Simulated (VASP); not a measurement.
A run of VASP 6.6.1 is set up as follows.

The input INCAR:

```
SYSTEM = Mg7Zn9O16
ALGO     = Normal         ! electronic algorithm
EDIFF    = 1E-7           ! SCF threshold, eV
ENCUT    = 520            ! plane-wave cutoff, eV
GGA      = PS             ! functional
ISIF     = 2              ! what is computed and relaxed
ISMEAR   = -1             ! smearing method
ISYM     = 0            
LASPH    = .TRUE.         ! aspherical terms in the spheres
LCHARG   = .FALSE.        ! write CHGCAR
LREAL    = Auto         
LWAVE    = .FALSE.        ! write WAVECAR
NBANDS   = 256            ! bands
NELM     = 100            ! most SCF steps
PREC     = Accurate       ! precision mode
SIGMA    = 0.05           ! smearing width, eV
```

File KPOINTS:

```
Automatic mesh
0
Gamma
  1 1 1
  0.25 0.25 0.25
```

The input POSCAR:

```
Mg7Zn9O16
1.0
    8.4892082663      0.0000000000      0.0000000000
    0.0000000000      8.4892082663      0.0000000000
    0.0000000000      0.0000000000      8.4892082663
O Mg Zn
32 14 18
Direct
    0.2487630000      0.0004290000      0.9994600000
    0.2496330000      0.0001210000      0.4996320000
    0.2486610000      0.4999560000      0.9996670000
    0.2488450000      0.4998880000      0.4989690000
    0.7522620000      0.0006450000      0.9998560000
    0.7494210000      0.0004100000      0.4996210000
    0.7524610000      0.5002690000      0.9998390000
    0.7522170000      0.5001560000      0.4993890000
    0.9977650000      0.2502900000      0.9967690000
    0.9979220000      0.2522960000      0.5016170000
    0.9979440000      0.7501450000      0.9993950000
    0.9976960000      0.7474210000      0.4994870000
    0.5013350000      0.2505540000      0.9996870000
    0.5012690000      0.2505840000      0.4996610000
    0.5012920000      0.7504440000      0.9997090000
    0.5012310000      0.7503540000      0.4998030000
    0.9975670000      0.9978590000      0.2472840000
    0.9978730000      0.0000640000      0.7519840000
    0.9979370000      0.5028880000      0.2493700000
    0.9978620000      0.5000790000      0.7493830000
    0.5011440000      0.0006600000      0.2498460000
    0.5012770000      0.0002680000      0.7498980000
    0.5012100000      0.5004710000      0.2495580000
    0.5013820000      0.5005970000      0.7497930000
    0.2494400000      0.2498700000      0.2494530000
    0.2489450000      0.2500540000      0.7490540000
    0.2489630000      0.7506420000      0.2496170000
    0.2486850000      0.7500490000      0.7492240000
    0.7496400000      0.2502740000      0.2498040000
    0.7522600000      0.2501070000      0.7493140000
    0.7521700000      0.7506640000      0.2499670000
    0.7524820000      0.7505820000      0.7494750000
    0.0012470000      0.0006710000      0.9998870000
    0.0012800000      0.4999620000      0.9996540000
    0.0014140000      0.4996990000      0.4990740000
    0.7490960000      0.2502850000      0.9994870000
    0.7491050000      0.2500830000      0.4995030000
    0.7492020000      0.7504660000      0.9996260000
    0.7490400000      0.7503540000      0.4996110000
    0.7490670000      0.0004950000      0.2496900000
    0.7489810000      0.0002950000      0.7497010000
    0.7490220000      0.5003250000      0.2495890000
    0.7491480000      0.5002270000      0.7494560000
    0.0013880000      0.2497910000      0.7489580000
    0.0012850000      0.7505710000      0.2499260000
    0.0013310000      0.7504550000      0.7490830000
    0.9992100000      0.0001030000      0.4995940000
    0.4997940000      0.0003590000      0.9997440000
    0.4994720000      0.0004330000      0.4996830000
    0.4999780000      0.5004480000      0.9995460000
    0.5000890000      0.5003600000      0.4996230000
    0.2498510000      0.2502320000      0.9994340000
    0.2501310000      0.2500070000      0.4991190000
    0.2497360000      0.7502690000      0.9994750000
    0.2499480000      0.7501160000      0.4994070000
    0.2497420000      0.0003900000      0.2496890000
    0.2499140000      0.0001380000      0.7493670000
    0.2500650000      0.5002770000      0.2493570000
    0.2498230000      0.5001140000      0.7493820000
    0.9992340000      0.2504610000      0.2493810000
    0.4994750000      0.2504610000      0.2494760000
    0.4999640000      0.2503310000      0.7496410000
    0.5001150000      0.7505270000      0.2496030000
    0.5000670000      0.7503440000      0.7495820000
```

Potentials or basis: VASP PAW PBE potentials, release 64 (O, Mg, Zn).

Launch:

```bash
$ cat potpaw_PBE.64/O/POTCAR potpaw_PBE.64/Mg/POTCAR potpaw_PBE.64/Zn/POTCAR > POTCAR
$ mpirun -np 1 vasp_std > vasp.out
```

(1) Estimate the pressure.

(2) Predict the band gap on the k mesh.

## Answers

(1) 0.5 GPa.

(2) 3.02 eV, direct.

Caveat: the k points lie up to 0.74 Å⁻¹ apart; the PAW data sets were made with another functional, which shifts forces and pressure a little.
